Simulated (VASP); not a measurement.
Runs of VASP 6.6.1 on Cr. The structure is that of space group Fd-3m (No. 227), or close to it. The cells are those of the table. This isn't the form of Cr at room conditions, which is bcc.

| spin | cell | k mesh | smearing | gap on the mesh (eV) | pressure (GPa) |
| --- | --- | --- | --- | --- | --- |
| off | a = 3.349 Å, angles 60.0°, 2 atoms | 18 × 18 × 18 | fermi-dirac 0.1 eV | none | 22.8 |
| off | a = 3.399 Å, angles 60.0°, 2 atoms | 18 × 18 × 18 | fermi-dirac 0.1 eV | none | 13.7 |
| off | a = 3.541 Å, angles 60.0°, 2 atoms | 18 × 18 × 18 | fermi-dirac 0.1 eV | none | -3.9 |
| off | a = 3.586 Å, angles 60.0°, 2 atoms | 18 × 18 × 18 | fermi-dirac 0.1 eV | none | -7.8 |
| off | a = 3.495 Å, angles 60.0°, 2 atoms | 18 × 18 × 18 | fermi-dirac 0.1 eV | none | 0.7 |
| collinear, antiferromagnetic start | a = 3.491 Å, angles 60.0°, 2 atoms | 12 × 12 × 12 | fermi-dirac 0.05 eV | none | (a) |
| off | a = 3.630 Å, angles 60.0°, 2 atoms | 18 × 18 × 18 | fermi-dirac 0.1 eV | none | (c) |
| off | a = 3.448 Å, angles 60.0°, 2 atoms | 18 × 18 × 18 | fermi-dirac 0.1 eV | none | (b) |

Alike in all rows: task single point; level LDA; potentials or basis VASP PAW LDA potentials, release 64 (Cr_pv); cutoff (eV) 520.

Q: Fill in the values left out.

A: (a) 3.4; (b) 6.6; (c) -11.0.

Caveats: the cell stands under pressure (at least some runs); the cell stands under tension (at least some runs); an empty level that is flat over the whole mesh can mark a ghost state of the potentials, or a narrow d or f band (at least some runs).

A gap of «none» marks levels without a gap at the run's occupations.
